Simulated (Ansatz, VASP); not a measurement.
## ZrB2: VASP beside Ansatz

```xyz
3
Lattice="3.1700 0.0000 0.0000 -1.5850 2.7453 0.0000 0.0000 0.0000 3.5330" Properties=species:S:1:pos:R:3 pbc="T T T"
Zr    0.0000    0.0000    0.0000
B     1.5850    0.9151    1.7665
B     0.0000    1.8302    1.7665
```

Alike in both runs: task single point; functional PBE; k mesh 10 × 10 × 8; occupations gaussian, width 0.028 eV; no spin polarisation.

|  | VASP | Ansatz |
| --- | --- | --- |
| version | VASP 6.6.1 | Ansatz 0.2.0 |
| potentials or method | VASP PAW PBE potentials, release 64 (Zr_sv, B) | Ansatz PAW |
| plane-wave cutoff (eV) | 520 | 420 |
| valence electrons in the cell | 18 | 18 |

Ansatz gave:

- gap on the k mesh at the Fermi level (eV): none
- pressure (GPa): 0.8
- traceless stress, the component that is largest in VASP (GPa): 0.79

Q: Which values does VASP return?

A: gap on the k mesh at the Fermi level (eV): none; pressure (GPa): 0.9; traceless stress, the component that is largest in VASP (GPa): 0.83.

A gap of «none» marks a metal or a gap that the smearing closes.
